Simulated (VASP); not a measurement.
# In (Im-3m) in VASP: notebook, part 2 of 2

VASP 6.6.1. The steps go on from the part before.

**4. Single point, LDA**

This run uses another cell than the first one, of 25.62 Å³/atom, 0.960 times its volume.

INCAR

```
  PREC = Accurate
  ENCUT = 520
  EDIFF = 1E-6
  ISMEAR = -1
  SIGMA = 0.05
  LREAL = False
  LASPH = True
  NELM = 60
  ALGO = Fast
  ISIF = 2
  LWAVE = False
  LCHARG = False
  GGA = CA
  NBANDS = 12
```

KPOINTS

```
regular mesh
0
Gamma
  10 10 10
```

POSCAR

```
In
1.0
   -1.8570825908      1.8570825908      1.8570825908
    1.8570825908     -1.8570825908      1.8570825908
    1.8570825908      1.8570825908     -1.8570825908
In
1
Direct
    0.0000000000      0.0000000000      0.0000000000
```

Started as:

```
$ cat potpaw_LDA.64/In_d/POTCAR > POTCAR
$ mpirun -np 1 vasp_std > vasp.out
```

Wall time 10 s (1 thread of Intel Xeon 8259CL, shared host); peak memory 0.13 GiB.

The run converged. Its results:

```yaml
Free_energy: -3.2061 eV
Pressure: -1.3 GPa
```

Levels at points of the mesh, in eV from the Fermi level:
```tsv
k point	band 2	band 3	band 4	band 5	band 6	band 7	band 8	band 9	band 10	band 11
(0.00, 0.00, 0.00)	-14.55	-14.55	-14.25	-14.25	-9.63	11.26	11.26	11.26	13.24	13.24
(0.50, 0.00, 0.00)	-14.60	-14.27	-14.25	-14.06	-3.91	-3.18	6.00	7.47	10.40	10.49
(0.50, 0.50, 0.50)	-14.67	-14.11	-14.11	-14.11	1.11	1.30	1.30	1.30	5.53	5.53
```

Caveat: spin-orbit coupling is left out, which moves the levels of the heavy elements.

**5. Single point, LDA**

This run uses another cell than the first one, of 26.15 Å³/atom, 0.980 times its volume.

INCAR

```
SYSTEM = In
PREC = Accurate
ENCUT = 520
EDIFF = 1E-6
ISMEAR = -1
SIGMA = 0.05
LREAL = .False.
LASPH = .True.
NELM = 100
ALGO = Fast
ISIF = 2
LWAVE = .False.
LCHARG = .False.
NBANDS = 12
```

KPOINTS

```
Automatic mesh
0
Gamma
  10 10 10
  0 0 0
```

POSCAR

```
In
1.0
   -1.8698904617      1.8698904617      1.8698904617
    1.8698904617     -1.8698904617      1.8698904617
    1.8698904617      1.8698904617     -1.8698904617
In
1
Direct
    0.0000000000      0.0000000000      0.0000000000
```

Started as:

```
$ cat potpaw_LDA.64/In_d/POTCAR > POTCAR
$ mpirun -np 1 vasp_std > vasp.out
```

Wall time 11 s (1 thread of Intel Xeon 8259CL, shared host); peak memory 0.13 GiB.

The run converged. Its results:

| Quantity | Value |
| --- | --- |
| Free energy | -3.2005 eV |
| Pressure | -2.1 GPa |

Levels at points of the mesh, in eV from the Fermi level:
| k point | band 3 | band 4 | band 5 | band 6 | band 7 | band 8 | band 9 | band 10 |
| --- | --- | --- | --- | --- | --- | --- | --- | --- |
| (0.00, 0.00, 0.00) | -14.52 | -14.24 | -14.24 | -9.49 | 11.03 | 11.03 | 11.03 | 13.18 |
| (0.50, 0.00, 0.00) | -14.25 | -14.24 | -14.06 | -3.91 | -3.09 | 5.91 | 7.39 | 10.29 |
| (0.50, 0.50, 0.50) | -14.10 | -14.10 | -14.10 | 0.97 | 1.31 | 1.31 | 1.31 | 5.49 |

Caveat: spin-orbit coupling is left out, which moves the levels of the heavy elements.

**6. Single point, LDA**

INCAR

```
ALGO = Fast
EDIFF = 1E-6
ENCUT = 520
GGA = CA
ISIF = 2
ISMEAR = -1
LASPH = True
LCHARG = False
LREAL = False
LWAVE = False
NBANDS = 12
NELM = 60
PREC = Accurate
SIGMA = 0.05
```

KPOINTS

```
k-points
0
Gamma
  10 10 10
```

POSCAR

```
In
1.0
   -1.8825252400      1.8825252400      1.8825252400
    1.8825252400     -1.8825252400      1.8825252400
    1.8825252400      1.8825252400     -1.8825252400
In
1
Direct
    0.0000000000      0.0000000000      0.0000000000
```

Potentials or basis: VASP PAW LDA potentials, release 64 (In_d).

Started as:

```
$ cat potpaw_LDA.64/In_d/POTCAR > POTCAR
$ mpirun -np 1 vasp_std > vasp.out
```

OUTCAR:

```text
EDIFF = 1E-6
   ENCUT = 520
   GGA = CA
   ISIF = 2
   ISMEAR = -1
   LASPH = True
   LREAL = False
   NELM = 60
   PREC = Accurate

 ion  position               nearest neighbor table
   1  0.000  0.000  0.000-

  LATTYP: Found a body centered cubic cell.
 ALAT       =     3.7650504800

  Lattice vectors:

 A1 = (  -1.8825252400,   1.8825252400,   1.8825252400)
 A2 = (   1.8825252400,  -1.8825252400,   1.8825252400)
 A3 = (   1.8825252400,   1.8825252400,  -1.8825252400)

Analysis of symmetry for initial positions (statically):
=====================================================================
 Subroutine PRICEL returns:
 Original cell was already a primitive cell.

 Routine SETGRP: Setting up the symmetry group for a
 body centered cubic supercell.

 Subroutine GETGRP returns: Found 48 space group operations
 (whereof 48 operations were pure point group operations)
 out of a pool of 48 trial point group operations.

The static configuration has the point symmetry O_h .

Analysis of symmetry for dynamics (positions and initial velocities):
[... 157 lines left out ...]
 E-fermi :   6.9156     XC(G=0): -10.4346

 val. band max:        6.8761373757   @ k =   0.2000   0.2000   0.2000
 cond. band min:       6.9237838072   @ k =  -0.3000   0.5000   0.1000
 fundamental gap:      0.0476464315
 Fermi energy:         6.9156336958

 k-point     1 :       0.0000    0.0000    0.0000
  band No.  band energies     occupation
      1      -7.5790      2.00000
      2      -7.5790      2.00000
      3      -7.5790      2.00000
      4      -7.3095      2.00000
      5      -7.3095      2.00000
      6      -2.4287      2.00000
      7      17.7319      0.00000
      8      17.7319      0.00000
      9      17.7319      0.00000
     10      20.0325      0.00000
     11      20.0325      0.00000
     12      20.0325      0.00000
[... 331 lines left out ...]
 k-point    24 :      -0.3000    0.3000    0.1000
  band No.  band energies     occupation
      1      -7.6068      2.00000
      2      -7.5434      2.00000
      3      -7.3794      2.00000
      4      -7.3241      2.00000
      5      -7.3043      2.00000
      6      -0.1107      2.00000
      7       9.2147      0.00000
      8      13.0116      0.00000
      9      14.1978      0.00000
     10      17.8599      0.00000
     11      18.8411      0.00000
     12      19.6950      0.00000

 [... further k-points ...]
[... 5 lines left out ...]
  --------------------------------------------------------------------------------------
  -------------------------------------------------------------------------------------
  Total       -0.4727382     -0.4727382     -0.4727382      0.0000000      0.0000000      0.0000000
  in kB      -28.3823864    -28.3823864    -28.3823864      0.0000000      0.0000000      0.0000000
  external PRESSURE =     -28.3823864 kB  Pullay stress =       0.0000000 kB

 VOLUME and BASIS-vectors are now :
 -----------------------------------------------------------------------------
  energy-cutoff  :      520.00
  volume of cell :       26.69
      direct lattice vectors                 reciprocal lattice vectors
    -1.882525240  1.882525240  1.882525240     0.000000000  0.265600689  0.265600689
     1.882525240 -1.882525240  1.882525240     0.265600689  0.000000000  0.265600689
     1.882525240  1.882525240 -1.882525240     0.265600689  0.265600689  0.000000000

 POSITION                                       TOTAL-FORCE (eV/Angst)
 -----------------------------------------------------------------------------------
      0.00000      0.00000      0.00000         0.000000      0.000000      0.000000
 -----------------------------------------------------------------------------------
    total drift:                                0.000000      0.000000     -0.000000

  FREE ENERGIE OF THE ION-ELECTRON SYSTEM (eV)
  ---------------------------------------------------
  free  energy   TOTEN  =        -3.1923456635 eV

  energy  without entropy=       -3.1871226309  energy(sigma->0) =       -3.18973415
```

stdout:

```text
POSCAR found type information on POSCAR In
 POSCAR found :  1 types and       1 ions
 scaLAPACK will be used
 LDA part: xc-table for (Slater(with rela. corr.)+CA(PZ))
 , standard interpolation
 POSCAR, INCAR and KPOINTS ok, starting setup
 FFT: planning ... GRIDC
 FFT: planning ... GRID_SOFT
 FFT: planning ... GRID
 WAVECAR not read
 entering main loop
```

Run time: 11 s. Hardware: 1 thread of Intel Xeon 8259CL, shared host; peak memory 0.13 GiB.

What came out:

```
Free energy : -3.1923 eV
Pressure    : -2.8 GPa
```

Caveat: spin-orbit coupling is left out, which moves the levels of the heavy elements.

**7. The runs side by side**

| level | potentials or basis | cell | k mesh | grid for exact exchange (PRECFOCK) | gap on the mesh (eV) | pressure (GPa) |
| --- | --- | --- | --- | --- | --- | --- |
| PBE0 | VASP PAW PBE potentials, release 64 (In_d) | a = 3.261 Å, angles 109.5°, 1 atom | 6 × 6 × 6 | Normal | none | -0.8 |
| LDA | VASP PAW LDA potentials, release 64 (In_d) | a = 3.194 Å, angles 109.5°, 1 atom | 10 × 10 × 10 | - | none | -0.5 |
| LDA | VASP PAW LDA potentials, release 64 (In_d) | a = 3.217 Å, angles 109.5°, 1 atom | 10 × 10 × 10 | - | none | -1.3 |
| LDA | VASP PAW LDA potentials, release 64 (In_d) | a = 3.239 Å, angles 109.5°, 1 atom | 10 × 10 × 10 | - | none | -2.1 |
| LDA | VASP PAW LDA potentials, release 64 (In_d) | a = 3.261 Å, angles 109.5°, 1 atom | 10 × 10 × 10 | - | none | -2.8 |

Alike in all rows: task single point; no spin polarisation; cutoff (eV) 520; smearing fermi-dirac 0.05 eV.

Caveats: some runs use coarse meshes; spin-orbit coupling is left out, which moves the levels of the heavy elements; the PAW data sets were made with another functional, which shifts forces and pressure a little (some runs).

Total energies depend on the potentials used, so only differences within one code and one set of settings carry meaning.
